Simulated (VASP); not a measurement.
A run of VASP 6.6.1:

The input INCAR:

```
PREC     = Accurate       # precision mode
ENCUT    = 520            # plane-wave cutoff, eV
EDIFF    = 1E-6           # SCF threshold, eV
ISMEAR   = -1             # smearing method
SIGMA    = 0.05           # smearing width, eV
LREAL    = False          # projectors in reciprocal space
LASPH    = True           # aspherical terms in the spheres
NELM     = 100            # most SCF steps
ALGO     = Normal         # electronic algorithm
ISIF     = 2              # what is computed and relaxed
LWAVE    = False          # write WAVECAR
LCHARG   = False          # write CHGCAR
GGA      = PE             # functional
IVDW     = 13             # dispersion correction
NBANDS   = 16             # bands
```

File KPOINTS:

```
Automatic mesh
0
Gamma
  10 10 5
```

The input POSCAR:

```
SiC
1.0
    3.0760000000      0.0000000000      0.0000000000
   -1.5380000000      2.6638941420      0.0000000000
    0.0000000000      0.0000000000      5.0480000000
Si C
2 2
Direct
    0.6666666667      0.3333333333      0.5000000000
    0.3333333333      0.6666666667      0.0000000000
    0.6666666667      0.3333333333      0.8850000000
    0.3333333333      0.6666666667      0.3850000000
```

Potentials or basis: VASP PAW PBE potentials, release 64 (Si, C).

Run with:

```console
$ cat potpaw_PBE.64/Si/POTCAR potpaw_PBE.64/C/POTCAR > POTCAR
$ mpirun -np 1 vasp_std > vasp.out
```

Hardware: 1 thread of AMD EPYC 7R13, on a shared host.

Problem. How long does it take, and how much memory?

Solution. Run time: 42 s on 1 thread of AMD EPYC 7R13, with other jobs on the host, peak memory 0.13 GiB. Counts: scf iterations 12, k points 42.
